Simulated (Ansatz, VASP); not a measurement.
Two plane-wave programs on Pt

File POSCAR:

```
Pt
1.0
    0.0000000000      1.9705765473      1.9705765473
    1.9705765473      0.0000000000      1.9705765473
    1.9705765473      1.9705765473      0.0000000000
Pt
1
Direct
    0.0000000000      0.0000000000      0.0000000000
```

File INCAR.step1:

```
SYSTEM = Pt
PREC = Accurate
ENCUT = 520
ISMEAR = 1
SIGMA = 0.03
LREAL = .FALSE.
LASPH = .TRUE.
NELM = 80
NBANDS = 11
GGA = PE
ALGO = Normal
EDIFF = 1E-4
LWAVE = .TRUE.
LCHARG = .FALSE.
```

Contents of INCAR.step2:

```
SYSTEM = Pt
PREC = Accurate
ENCUT = 520
EDIFF = 1E-6
ISMEAR = 1
SIGMA = 0.03
LREAL = .FALSE.
LASPH = .TRUE.
NELM = 80
ALGO = Normal
ISIF = 2
LWAVE = .FALSE.
LCHARG = .FALSE.
METAGGA = R2SCAN
LMIXTAU = .TRUE.
NBANDS = 11
ISTART = 1
```

The input KPOINTS:

```
Automatic mesh
0
G
  14 14 14
  0 0 0
```

Input for Ansatz:

```yaml
crystal:
  lattice:
    - [0.0, 1.9705765473, 1.9705765473]
    - [1.9705765473, 0.0, 1.9705765473]
    - [1.9705765473, 1.9705765473, 0.0]
  atoms:
    - { symbol: Pt, position: [0.0, 0.0, 0.0] }
hamiltonian:
  xc: r2scan
  pseudopotentials:
    kind: paw
    azcp:
      Pt: "pseudopotentials/Pt.paw.azcp"
basis:
  ecutwfc: 500
  fft_grid_basis: typed
kpoints:
  mp_grid: { grid: [14, 14, 14], shift: [0, 0, 0] }
magnetization:
  spin_polarized: false
scf:
  occupations: { method: methfessel_paxton, width: 0.03 }
  lower_state_search: "off"
output:
  stress: true
```

Alike in both runs: task single point; functional r2SCAN; k mesh 14 × 14 × 14; occupations methfessel-paxton of order 1, width 0.03 eV; no spin polarisation.

|  | VASP | Ansatz |
| --- | --- | --- |
| version | VASP 6.6.1 | Ansatz 0.2.0 |
| potentials or method | VASP PAW PBE potentials, release 64 (Pt), cutoff 520 eV | plane waves (500 eV) with PAW, scalar-relativistic |
| valence electrons in the cell | 10 | 18 |

```csv
,VASP,Ansatz,Ansatz less VASP
pressure (GPa),0.2,-0.5,-0.70
```

VASP's potentials were made for PBE, not for r2SCAN. VASP's potentials hold 10 valence electrons a cell and Ansatz's 18, so a difference there can come from the potentials and not from the codes.

Neither program's run includes spin-orbit coupling.
